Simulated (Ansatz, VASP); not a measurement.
# C: VASP beside Ansatz

Contents of INCAR:

```
SYSTEM = C
PREC     = Accurate       ! precision mode
ENCUT    = 520            ! plane-wave cutoff, eV
EDIFF    = 1E-6           ! SCF threshold, eV
ISMEAR   = 0              ! smearing method
SIGMA    = 0.15           ! smearing width, eV
LREAL    = .FALSE.        ! projectors in reciprocal space
LASPH    = .TRUE.         ! aspherical terms in the spheres
NELM     = 100            ! most SCF steps
ALGO     = Normal         ! electronic algorithm
ISIF     = 2              ! what is computed and relaxed
LWAVE    = .FALSE.        ! write WAVECAR
LCHARG   = .TRUE.         ! write CHGCAR
GGA      = PE             ! functional
LELF     = .TRUE.         ! ELF
LVHAR    = .TRUE.       
NBANDS   = 16             ! bands
```

Contents of KPOINTS:

```
Automatic mesh
0
G
  18 18 6
  0 0 0
```

The input POSCAR:

```
C
1.0
    2.4665231295      0.0000000000      0.0000000000
   -1.2332615647      2.1360716891      0.0000000000
    0.0000000000      0.0000000000      8.5653080463
C
4
Direct
   -0.1154234408      0.0000000000      0.0025000000
    0.1154234408      0.0000000000      0.5025000000
    0.2179076977      0.6666666667      0.0025000000
    0.7820923023      0.3333333333      0.5025000000
```

Input for Ansatz:

```yaml
crystal:
  lattice:
    - [2.4665231295, 0.0, 0.0]
    - [-1.2332615647, 2.1360716891, 0.0]
    - [0.0, 0.0, 8.5653080463]
  atoms:
    - { symbol: C, position: [-0.1154234408, 0.0, 0.0025] }
    - { symbol: C, position: [0.1154234408, 0.0, 0.5025] }
    - { symbol: C, position: [0.2179076977, 0.6666666667, 0.0025] }
    - { symbol: C, position: [0.7820923023, 0.3333333333, 0.5025] }
basis:
  ecutwfc: 520.0
kpoints:
  mp_grid: { grid: [18, 18, 6] }
hamiltonian:
  xc: pbe
  pseudopotentials: { kind: paw, azcp: { folder: soft_1 } }
scf:
  occupations: { method: gaussian, width: 0.15 }
output:
  forces: true
  stress: true
  eigenvalues: true
  write_density: true
  write_potential: true
  elf: true
  volumetric_format: npy
```

Change from the starting cell: mode 4 frozen in at -0.285 Å, normal strain along x +0.0000.

Alike in both runs: task single point; functional PBE; k mesh 18 × 18 × 6; occupations gaussian, width 0.15 eV; no spin polarisation.

|  | VASP | Ansatz |
| --- | --- | --- |
| version | VASP 6.6.1 | Ansatz 0.2.0 |
| potentials or method | VASP PAW PBE potentials, release 64 (C), cutoff 520 eV | scalar-relativistic, plane waves, PAW |
| valence electrons in the cell | 16 | 16 |

Ansatz gave:

| Item | Value |
| --- | --- |
| gap on the k mesh at the Fermi level (eV) | none |
| pressure (GPa) | 0.0 |
| traceless stress, the component that is largest in VASP (GPa) | 0.04 |

Problem. Estimate VASP's values.

Solution. gap on the k mesh at the Fermi level (eV): none; pressure (GPa): 0.4; traceless stress, the component that is largest in VASP (GPa): -0.38.

A gap of «none» marks a metal or a gap that the smearing closes.
